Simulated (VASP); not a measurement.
W, 3 atoms in the cell. Symmetry: R-3m, No. 166, trigonal system. Conventional cell: a = 4.466 Å, b = 4.466 Å, c = 2.775 Å, α = 90.00°, β = 90.00°, γ = 120.00°. W (site symmetry -3m) has 14 W at 2.74 to 3.17 Å within 3.6 Å. 

* Program: VASP 6.6.1
* Task: single point
* Functional: PBE
* Potentials or basis: VASP PAW PBE potentials, release 64 (W_sv)
* Cutoff: 520 eV
* k mesh: 6 × 6 × 36
* Occupations: gaussian, width 0.1 eV
* Spin: no spin polarisation
* Dipole correction: no
* Further INCAR settings: ALGO = Fast; EDIFF = 1e-06; NBANDS = 28

Potentials or basis: VASP PAW PBE potentials, release 64 (W_sv).

Run with:

```bash
$ cat potpaw_PBE.64/W_sv/POTCAR > POTCAR
$ mpirun -np 1 vasp_std > vasp.out
```

Hardware: 1 thread of Intel(R) Xeon(R) Platinum 8488C (Sapphire Rapids), with other jobs on the host.

**Question.** Estimate the wall time of this run.

**Answer.** It took 18 min on 1 thread of Intel(R) Xeon(R) Platinum 8488C (Sapphire Rapids), with other jobs on the host, peak memory 0.53 GiB. Counts: scf iterations 14, k points 383.
